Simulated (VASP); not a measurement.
## MnSb: single point with LDA

Crystal: MnSb.

```
CELL_PARAMETERS angstrom
4.15000 0.00000 0.00000
-2.07500 3.59401 0.00000
0.00000 0.00000 5.78000
ATOMIC_POSITIONS crystal
Sb 0.66667 0.33333 0.75000
Sb 0.33333 0.66667 0.25000
Mn 0.00000 0.00000 0.50000
Mn 0.00000 0.00000 0.00000
```

- Program: VASP 6.6.1
- Task: single point
- Functional: LDA
- Potentials or basis: VASP PAW LDA potentials, release 64 (Sb_d_GW, Mn_sv)
- Cutoff: 680 eV
- k mesh: 7 × 7 × 5
- Occupations: fermi-dirac, width 0.05 eV
- Spin: collinear spin, ferromagnetic start
- Starting moments: [0.0, 0.0, 4.0, 4.0] μB

```yaml
Pressure: -11.4 GPa
Net_moment: 6.40 μB per cell
Site_moments: Sb -0.11; Mn +3.04 μB
Valence_electrons_inside_the_program's_atomic_spheres: Sb 12.77; Mn 12.90
```

Stress tensor (GPa, compression positive):
```
-11.01   0.00   0.00
  0.00 -11.01   0.00
  0.00   0.00 -12.25
```

Levels at points of the mesh, in eV from the Fermi level:
Spin up:
```csv
k point,band 30,band 31,band 32,band 33,band 34,band 35,band 36,band 37
"(0.00, 0.00, 0.00)",-1.55,-0.23,0.49,0.49,2.35,2.35,2.54,3.05
```
Spin down:
| k point | band 23 | band 24 | band 25 | band 26 | band 27 | band 28 | band 29 | band 30 | band 31 | band 32 |
| --- | --- | --- | --- | --- | --- | --- | --- | --- | --- | --- |
| (0.00, 0.00, 0.00) | -2.41 | -0.92 | -0.19 | -0.19 | 0.17 | 0.17 | 0.64 | 0.64 | 1.20 | 1.20 |

It took 8.4 min on 1 thread of AMD EPYC 7R13 Processor (Zen 3) (shared host), peak memory 0.32 GiB.

Caveat: the cell stands under tension; spin-orbit coupling is left out, which moves the levels of the heavy elements; the run started ferromagnetic, and an antiferromagnetic order may lie lower in energy.
